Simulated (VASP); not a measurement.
Set up this calculation in VASP 6.6.1, as the native input.

```
Task                   : single point
Functional             : LDA
Potentials or basis    : VASP PAW LDA potentials, release 64 (Te)
Cutoff                 : 520 eV
k mesh                 : 17 × 17 × 9
Occupations            : fermi-dirac, width 0.05 eV
Spin                   : no spin polarisation
Dipole correction      : no
Further INCAR settings : ALGO = Normal; EDIFF = 1e-06; NBANDS = 13
```

The structure of Te lies in POSCAR:

```
Te
1.0
    2.5080041031      0.0000000000      0.0000000000
   -1.2540020515      2.1719952661      0.0000000000
    0.0000000000      0.0000000000      4.0228744875
Te
2
Direct
    0.3333333333      0.6666666667      0.2500000000
    0.6666666667      0.3333333333      0.7500000000
```

These files were run (other wordings do the same):

INCAR

```
SYSTEM = Te
  PREC = Accurate
  ENCUT = 520
  EDIFF = 1E-6
  ISMEAR = -1
  SIGMA = 0.05
  LREAL = .FALSE.
  LASPH = .TRUE.
  NELM = 60
  ALGO = Normal
  ISIF = 2
  LWAVE = .FALSE.
  LCHARG = .FALSE.
  NBANDS = 13
```

KPOINTS

```
Automatic mesh
0
G
  17 17 9
  0 0 0
```

Potentials or basis: VASP PAW LDA potentials, release 64 (Te).

Run with:

```sh
$ cat potpaw_LDA.64/Te/POTCAR > POTCAR
$ mpirun -np 1 vasp_std > vasp.out
```

It gave:

```
Pressure               : 464.1 GPa
Band gap on the k mesh : zero (band 6 reaches 34.61 eV, above the bottom of band 7 at 23.65 eV)
```

Caveat: spin-orbit coupling is left out, which moves the levels of the heavy elements.

Run time: 26 s on 1 thread of Intel(R) Xeon(R) 6975P-C (Granite Rapids), with other jobs on the host, peak memory 0.15 GiB.
